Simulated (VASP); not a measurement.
Input of a VASP 6.6.1 run:

Contents of INCAR:

```
PREC = Accurate
ENCUT = 600
EDIFF = 1E-6
ISMEAR = 0
SIGMA = 0.1
LREAL = F
LASPH = T
NELM = 100
ALGO = Normal
ISIF = 3
LWAVE = F
LCHARG = F
GGA = PS
IBRION = 2
NSW = 70
EDIFFG = -0.005
```

The input KPOINTS:

```
regular mesh
0
Gamma
  8 8 8
```

The input POSCAR:

```
LaBRh3
1.0
    4.2794591582      0.0000000000      0.0000000000
    0.0000000000      4.2794591582      0.0000000000
    0.0000000000      0.0000000000      4.2794591582
La B Rh
1 1 3
Direct
    0.0000000000      0.0000000000      0.0000000000
    0.5000000000      0.5000000000      0.5000000000
    0.0000000000      0.5000000000      0.5000000000
    0.5000000000      0.0000000000      0.5000000000
    0.5000000000      0.5000000000      0.0000000000
```

Potentials or basis: VASP PAW PBE potentials, release 64 (La, B, Rh_pv).

Launch:

```sh
$ cat potpaw_PBE.64/La/POTCAR potpaw_PBE.64/B/POTCAR potpaw_PBE.64/Rh_pv/POTCAR > POTCAR
$ mpirun -np 1 vasp_std > vasp.out
```

What does it give for the relaxed volume?

15.06 Å³/atom.

Estimate the relaxed cell.

a = 4.223 Å, b = 4.223 Å, c = 4.223 Å, α = 90.00°, β = 90.00°, γ = 90.00°.

Final structure:
```yaml
crystal:
  lattice:
    - [4.22285, 0.00000, 0.00000]
    - [0.00000, 4.22285, 0.00000]
    - [0.00000, 0.00000, 4.22285]
  atoms:
    - { symbol: La, position: [0.00000, 0.00000, 0.00000] }
    - { symbol: B, position: [0.50000, 0.50000, 0.50000] }
    - { symbol: Rh, position: [0.00000, 0.50000, 0.50000] }
    - { symbol: Rh, position: [0.50000, 0.00000, 0.50000] }
    - { symbol: Rh, position: [0.50000, 0.50000, 0.00000] }
```

Caveat: the PAW data sets were made with another functional, which shifts forces and pressure a little.
